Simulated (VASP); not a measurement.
# C (a cell with a defect) in VASP: single point with LDA

Aim: the single point of C (a cell with a defect) with LDA.

Everything below comes from runs of VASP 6.6.1. Logs are shortened: lines on timing, memory, paths and dates and some standing lists are left out, and cuts for length are marked.

## Step 1: The cell of the first run

The cell holds a defect, 63 atoms: a = 7.140 Å, b = 7.140 Å, c = 7.140 Å, α = 90.00°, β = 90.00°, γ = 90.00°.

## Step 2: Single point, LDA

The input, INCAR:

```
SYSTEM = C
ALGO     = Normal         ! electronic algorithm
EDIFF    = 1E-6           ! SCF threshold, eV
ENCUT    = 520            ! plane-wave cutoff, eV
ISIF     = 2              ! what is computed and relaxed
ISMEAR   = 0              ! smearing method
LASPH    = .TRUE.         ! aspherical terms in the spheres
LCHARG   = .FALSE.        ! write CHGCAR
LREAL    = Auto         
LWAVE    = .FALSE.        ! write WAVECAR
NBANDS   = 163            ! bands
NELM     = 80             ! most SCF steps
PREC     = Accurate       ! precision mode
SIGMA    = 0.02           ! smearing width, eV
```

The input, KPOINTS:

```
k-points
0
G
  2 2 2
  0 0 0
```

The input, POSCAR:

```
C
1.0
    7.1400000000      0.0000000000      0.0000000000
    0.0000000000      7.1400000000      0.0000000000
    0.0000000000      0.0000000000      7.1400000000
C
63
Direct
    0.4569773109      0.0538516807     -0.0123352941
    0.6143323529      0.1364731092      0.1183002801
    0.7505700280      0.2529413165     -0.0009778711
    0.8764372549      0.3751866947      0.1249565826
    0.7431922969      0.0013822129      0.2429483193
    0.8722515406      0.1245703081      0.3717544818
    0.0002798319      0.0001107843     -0.0004796919
    0.1250864146      0.1236809524      0.1294309524
    0.2602274510      0.2413102241      0.0164946779
    0.3760385154      0.3768046218      0.1304644258
    0.5003152661      0.5004414566      0.0002308123
    0.6246210084      0.6271144258      0.1230518207
    0.7480464986      0.7519841737     -0.0024936975
    0.8725557423      0.8759116246      0.1222533613
    0.2465505602     -0.0009546218      0.2531719888
    0.3753347339      0.1249628852      0.3765492997
    0.5007303922      0.2554148459      0.2542966387
    0.6267537815      0.3763365546      0.3767957983
    0.7504652661      0.5012826331      0.2493191877
    0.8752963585      0.6246514006      0.3741254902
    0.4997694678     -0.0000949580      0.4995103641
    0.6268191877      0.1233978992      0.6253682073
    0.7521747899      0.2496218487      0.4991053221
    0.8777630252      0.3728392157      0.6256509804
    0.7513075630     -0.0016030812      0.7483452381
    0.8758467787      0.1239750700      0.8754382353
    0.0038682073      0.4966053221      0.0004494398
    0.1251033613      0.6246091036      0.1245142857
    0.2489205882      0.7511240896     -0.0016988796
    0.3662704482      0.8843641457      0.1197703081
   -0.0007581232      0.2498739496      0.2509738095
    0.1257794118      0.3738983193      0.3764289916
    0.2494684874      0.5013043417      0.2514275910
    0.3748348739      0.6259641457      0.3735018207
    0.4988976190      0.7552120448      0.2443431373
    0.6230106443      0.8765242297      0.3712399160
   -0.0024455182     -0.0024393557      0.4968336134
    0.1269829132      0.1215967787      0.6256515406
    0.2513379552      0.2478784314      0.5018701681
    0.3778641457      0.3696219888      0.6288787115
    0.5018436975      0.5003509804      0.4996319328
    0.6260474790      0.6241334734      0.6230270308
    0.7493119048      0.7501497199      0.4970268908
    0.8758495798      0.8729880952      0.6222652661
    0.2401540616     -0.0156621849      0.7367985994
    0.5141054622      0.2528323529      0.7439148459
    0.6267584034      0.3746453782      0.8744826331
    0.7525254902      0.5000654062      0.7480556022
    0.8771943978      0.6225107843      0.8732871148
   -0.0015310924      0.7499137255      0.2485112045
    0.1235747899      0.8729355742      0.3753956583
    0.0010301120      0.4984740896      0.5002591036
    0.1269921569      0.6213425770      0.6256988796
    0.2496376751      0.7467851541      0.4985767507
    0.3748950980      0.8735991597      0.6244037815
    0.0036967787      0.2463920168      0.7514913165
    0.1347317927      0.3654934174      0.8764935574
    0.2536899160      0.4956775910      0.7521767507
    0.3764453782      0.6246222689      0.8755051821
    0.5007676471      0.7498582633      0.7487222689
    0.6267941176      0.8740170868      0.8641225490
   -0.0004189076      0.7464637255      0.7477449580
    0.1255491597      0.8742096639      0.8733407563
```

Potentials or basis: VASP PAW LDA potentials, release 64 (C).

Run with:

```console
> cat potpaw_LDA.64/C/POTCAR > POTCAR
> mpirun -np 1 vasp_std > vasp.out
```

OUTCAR:

```text
SYSTEM = C
   EDIFF = 1E-6
   ENCUT = 520
   ISIF = 2
   ISMEAR = 0
   LASPH = .TRUE.
   LREAL = Auto
   NELM = 80
   PREC = Accurate

 ion  position               nearest neighbor table
   1  0.457  0.054  0.988-   2 1.57  30 1.67   9 1.95  61 1.97
   2  0.614  0.136  0.118-  17 1.52   3 1.54   1 1.57   5 1.60
   3  0.751  0.253  0.999-  47 1.53   2 1.54   4 1.54  26 1.56
   4  0.876  0.375  0.125-  27 1.54   3 1.54  31 1.54  19 1.55
   5  0.743  0.001  0.243-  36 1.54  14 1.55   6 1.57   2 1.60
   6  0.872  0.125  0.372-  23 1.54  31 1.54  37 1.56   5 1.57
[... 36 lines left out ...]
  43  0.749  0.750  0.497-  20 1.54  44 1.54  42 1.55  36 1.56
  44  0.876  0.873  0.622-  37 1.53  43 1.54  62 1.55  25 1.55
  45  0.240  0.984  0.737-  55 1.48  63 1.50  38 1.50
  46  0.514  0.253  0.744-  22 1.49  47 1.51  40 1.52
  47  0.627  0.375  0.874-  46 1.51   3 1.53  48 1.56  11 1.56
  48  0.753  0.500  0.748-  49 1.53  24 1.55  42 1.55  47 1.56
  49  0.877  0.623  0.873-  62 1.53  48 1.53  27 1.57  13 1.58
  50  0.998  0.750  0.249-  20 1.54  51 1.55  28 1.55  14 1.56
  51  0.124  0.873  0.375-  15 1.53  37 1.53  50 1.55  54 1.55
  52  0.001  0.498  0.500-  32 1.54  53 1.54  24 1.54  20 1.56
[... 9 lines left out ...]
  62  1.000  0.746  0.748-  49 1.53  53 1.54  44 1.55  63 1.56
  63  0.126  0.874  0.873-  45 1.50  29 1.53   7 1.56  62 1.56

  LATTYP: Found a simple cubic cell.
 ALAT       =     7.1400000000

  Lattice vectors:

 A1 = (   7.1400000000,   0.0000000000,   0.0000000000)
 A2 = (   0.0000000000,   7.1400000000,   0.0000000000)
 A3 = (   0.0000000000,   0.0000000000,   7.1400000000)

Analysis of symmetry for initial positions (statically):
=====================================================================
 Subroutine PRICEL returns:
 Original cell was already a primitive cell.

 Routine SETGRP: Setting up the symmetry group for a
 simple cubic supercell.

 Subroutine GETGRP returns: Found  1 space group operations
 (whereof  1 operations were pure point group operations)
 out of a pool of 48 trial point group operations.

The static configuration has the point symmetry C_1 .

Analysis of symmetry for dynamics (positions and initial velocities):
=====================================================================
 Subroutine PRICEL returns:
 Original cell was already a primitive cell.

 Routine SETGRP: Setting up the symmetry group for a
 simple cubic supercell.

 Subroutine GETGRP returns: Found  1 space group operations
 (whereof  1 operations were pure point group operations)
 out of a pool of 48 trial point group operations.

The dynamic configuration has the point symmetry C_1 .

 Subroutine INISYM returns: Found  1 space group operations
 (whereof  1 operations are pure point group operations),
 and found     1 'primitive' translations

----------------------------------------------------------------------------------------

                                     Primitive cell

  volume of cell :     363.9943

  direct lattice vectors                    reciprocal lattice vectors
     7.140000000  0.000000000  0.000000000     0.140056022  0.000000000  0.000000000
     0.000000000  7.140000000  0.000000000     0.000000000  0.140056022  0.000000000
     0.000000000  0.000000000  7.140000000     0.000000000  0.000000000  0.140056022

  length of vectors
     7.140000000  7.140000000  7.140000000     0.140056022  0.140056022  0.140056022

  position of ions in fractional coordinates (direct lattice)
     0.456977311  0.053851681  0.987664706
     0.614332353  0.136473109  0.118300280
     0.750570028  0.252941316  0.999022129
     0.876437255  0.375186695  0.124956583
     0.743192297  0.001382213  0.242948319
     0.872251541  0.124570308  0.371754482
[... 55 lines left out ...]
     0.999581092  0.746463726  0.747744958
     0.125549160  0.874209664  0.873340756

  ion indices of the primitive-cell ions
   primitive index   ion index
                 1           1
                 2           2
[... 76 lines left out ...]

  Length of vectors
     0.070028011  0.070028011  0.070028011

  Shift w.r.t. Gamma in fractional coordinates (k-lattice)
     0.000000000  0.000000000  0.000000000

 Subroutine IBZKPT returns following result:
 ===========================================

 Found      8 irreducible k-points:

 Following reciprocal coordinates:
            Coordinates               Weight
  0.000000  0.000000  0.000000      1.000000
  0.500000  0.000000  0.000000      1.000000
  0.000000  0.500000  0.000000      1.000000
  0.000000  0.000000  0.500000      1.000000
  0.500000  0.500000  0.000000      1.000000
  0.000000  0.500000  0.500000      1.000000
  0.500000  0.000000  0.500000      1.000000
  0.500000  0.500000  0.500000      1.000000
   k-points           NKPTS =      8   k-points in BZ     NKDIM =      8   number of bands    NBANDS=    163
   number of dos      NEDOS =    301   number of ions     NIONS =     63
   total plane-waves  NPLWV = 157464
   dimension x,y,z NGX =    54 NGY =   54 NGZ =   54
   dimension x,y,z NGXF=   108 NGYF=  108 NGZF=  108
   ions per type =              63
   NGX,Y,Z   is equivalent  to a cutoff of  12.57, 12.57, 12.57 a.u.
   NGXF,Y,Z  is equivalent  to a cutoff of  25.15, 25.15, 25.15 a.u.
 SYSTEM =  C
   PREC   = accura    normal or accurate (medium, high low for compatibility)
   ISTART =      0    job   : 0-new  1-cont  2-samecut
   ICHARG =      2    charge: 1-file 2-atom 10-const
   ISPIN  =      1    spin polarized calculation?
   LNONCOLLINEAR =      F non collinear calculations
   LSORBIT =      F    spin-orbit coupling
   LASPH  =      T    aspherical Exc in radial PAW
   ENCUT  =  520.0 eV  38.22 Ry    6.18 a.u.  13.28 13.28 13.28*2*pi/ulx,y,z
   NELM   =     80;   NELMIN=  2; NELMDL= -5     # of ELM steps
   EDIFF  = 0.1E-05   stopping-criterion for ELM
   LREAL  =      T    real-space projection
   EDIFFG = 0.1E-04   stopping-criterion for IOM
   NSW    =      0    number of steps for IOM
   IBRION =     -1    ionic relax: 0-MD 1-quasi-New 2-CG
   NFREE  =      0    steps in history (QN), initial steepest desc. (CG)
   ISIF   =      2    stress and relaxation
   ISYM   =      2    0-nonsym 1-usesym 2-fastsym
   POTIM  = 0.5000    time-step for ionic-motion
   TEBEG  =    0.0;   TEEND  =   0.0 temperature during run
   PSTRESS=    0.0 pullay stress
   NELECT =     252.0000    total number of electrons
   NUPDOWN=      -1.0000    fix difference up-down
   EMIN   =  10.00;   EMAX   =-10.00  energy-range for DOS
   EFERMI =   0.00;   METHOD = LEGACY
   ISMEAR =     0;   SIGMA  =   0.02  broadening in eV -4-tet -1-fermi 0-gaus
   EFERMI_NEDOS =   21; number of points for ismear=-14 and -15
   IALGO  =     38    algorithm
   IMIX   =      4    mixing-type and parameters
     AMIX     =   0.40;   BMIX     =  1.00
     AMIX_MAG =   1.60;   BMIX_MAG =  1.00
  volume/ion in A,a.u.               =       5.78        38.99
  Fermi-wavevector in a.u.,A,eV,Ry     =   1.448250  2.736795 28.537232  2.097427
  Thomas-Fermi vector in A             =   2.566112
   LORBIT       =      0    0 simple, 1 ext, 2 COOP (PROOUT), +10 PAW based schemes
   GGA     = CA    functional components
   LHFCALC =     F    Hartree Fock is set to
   AEXX    =    0.0000 exact exchange contribution
   IVDW    =     0    specifies the selected vdW correction
   LEPSILON=     F    determine dielectric tensor
   LRPA    =     F    only Hartree local field effects (RPA)
 non-spin polarized calculation
 Gauss-broadening in eV      SIGMA  =   0.02
  energy-cutoff  :      520.00
  volume of cell :      363.99
 maximum number of plane-waves:      9808
 NGX is ok and might be reduce to    54
   NGX = 27   NGY = 27   NGZ = 27

 number of electron     252.0000001 magnetization

 Free energy of the ion-electron system (eV)
  ---------------------------------------------------
  ext. energy  EPLUGINS =         0.00000000
  ---------------------------------------------------
  free energy    TOTEN  =      -628.43212684 eV

  energy without entropy =     -628.42890196  energy(sigma->0) =     -628.43051440

 E-fermi :  10.6635     XC(G=0): -13.4101

 val. band max:       10.6588893745   @ k =   0.0000   0.5000   0.0000
 cond. band min:      10.6731283154   @ k =   0.5000   0.0000   0.0000
 fundamental gap:      0.0142389409
 Fermi energy:        10.6635308900

 k-point     1 :       0.0000    0.0000    0.0000
  band No.  band energies     occupation
      1     -11.7556      2.00000
      2      -9.6490      2.00000
      3      -9.6247      2.00000
      4      -9.5264      2.00000
      5      -9.5225      2.00000
      6      -9.3663      2.00000
[... 1117 lines left out ...]
    137      15.4202      0.00000
    138      15.4443      0.00000
 [bands above 138 left out]

------------------------ aborting loop because EDIFF is reached ----------------------------------------

  FORCE on cell =-STRESS in cart. coord.  units (eV):
  Direction    XX          YY          ZZ          XY          YZ          ZX
  --------------------------------------------------------------------------------------
  -------------------------------------------------------------------------------------
  Total      -35.5358519    -37.3316643    -22.9321817     10.2523107     10.0172706     -7.6013734
  in kB     -156.4165413   -164.3210868   -100.9395399     45.1271291     44.0925638    -33.4586193
  external PRESSURE =    -140.5590560 kB  Pullay stress =       0.0000000 kB

 VOLUME and BASIS-vectors are now :
 -----------------------------------------------------------------------------
  energy-cutoff  :      520.00
  volume of cell :      363.99
      direct lattice vectors                 reciprocal lattice vectors
     7.140000000  0.000000000  0.000000000     0.140056022  0.000000000  0.000000000
     0.000000000  7.140000000  0.000000000     0.000000000  0.140056022  0.000000000
     0.000000000  0.000000000  7.140000000     0.000000000  0.000000000  0.140056022

 POSITION                                       TOTAL-FORCE (eV/Angst)
 -----------------------------------------------------------------------------------
      3.26282      0.38450      7.05193         1.289121     -2.530162      1.592460
      4.38633      0.97442      0.84466         0.141114     -0.247018      0.224354
      5.35907      1.80600      7.13302        -0.053861     -0.081183     -0.016954
      6.25776      2.67883      0.89219        -0.045819      0.000808     -0.029731
      5.30639      0.00987      1.73465         0.106183      0.047121      0.107155
      6.22788      0.88943      2.65433         0.027766     -0.000751      0.003926
[... 55 lines left out ...]
      7.13701      5.32975      5.33890        -0.012847      0.047547     -0.017538
      0.89642      6.24186      6.23565         0.036871      0.083574      0.013127
 -----------------------------------------------------------------------------------
    total drift:                               -0.046320     -0.011099      0.034067

  FREE ENERGIE OF THE ION-ELECTRON SYSTEM (eV)
  ---------------------------------------------------
  free  energy   TOTEN  =      -628.4321268358 eV

  energy  without entropy=     -628.4289019615  energy(sigma->0) =     -628.43051440
```

Wall time 12 min (1 thread of Intel Xeon Platinum 8488C (Sapphire Rapids), shared host); peak memory 0.48 GiB.

What came out:

```yaml
Free_energy: -628.4321 eV
Pressure: -14.1 GPa
Largest_force: 3.256 eV/Å
Band_gap_on_the_k_mesh: zero (bands 126 and 127 overlap by 0.18 eV)
```

Forces on the atoms (eV/Å):
```
C    1.289 -2.530  1.592
C    0.141 -0.247  0.224
C   -0.054 -0.081 -0.017
C   -0.046  0.001 -0.030
C    0.106  0.047  0.107
C    0.028 -0.001  0.004
C    0.004  0.017 -0.011
C   -0.021  0.013 -0.034
C   -0.217  0.094  0.030
C    0.021 -0.081 -0.099
C   -0.034 -0.034 -0.041
C   -0.023  0.014 -0.015
C   -0.075  0.087  0.011
C    0.013  0.016  0.010
C   -0.062 -0.012  0.092
C   -0.011 -0.002 -0.014
C    0.009 -0.053  0.022
C   -0.005  0.022 -0.023
C   -0.007  0.003 -0.021
C    0.008  0.000  0.013
C    0.007  0.005 -0.034
C   -0.058  0.058 -0.106
C    0.034  0.035 -0.059
C   -0.003  0.021 -0.011
C   -0.005  0.055 -0.047
C   -0.021  0.000 -0.005
C   -0.038  0.038  0.004
C    0.026  0.042 -0.023
C    0.004  0.036  0.010
C    0.242  0.418 -0.181
C   -0.024  0.030 -0.006
C   -0.014  0.028 -0.037
C   -0.012  0.002 -0.021
C    0.029  0.060 -0.088
C   -0.026 -0.001  0.024
C    0.018  0.001  0.018
C   -0.032  0.015 -0.005
C   -0.035  0.032 -0.065
C   -0.012  0.039 -0.042
C    0.026  0.121 -0.163
C   -0.035  0.105 -0.091
C   -0.034  0.058  0.038
C   -0.001  0.011  0.008
C   -0.069  0.059  0.046
C   -0.078  0.054 -0.273
C    0.015  0.463 -0.737
C   -0.174 -0.095 -0.023
C   -0.023  0.032 -0.019
C   -0.099  0.096  0.026
C    0.004 -0.002 -0.005
C   -0.007  0.025 -0.013
C   -0.007  0.027 -0.022
C   -0.018  0.017 -0.020
C   -0.025 -0.001 -0.041
C    0.010  0.022 -0.072
C   -0.003  0.013 -0.007
C    0.004 -0.021 -0.017
C   -0.004  0.021 -0.022
C   -0.014  0.019 -0.003
C   -0.043  0.015 -0.036
C   -0.592  0.644  0.324
C   -0.013  0.048 -0.018
C    0.037  0.084  0.013
```

Stress tensor (GPa, compression positive):
```
-15.64   4.51  -3.35
  4.51 -16.43   4.41
 -3.35   4.41 -10.09
```

Caveat: the k points lie up to 0.44 Å⁻¹ apart.
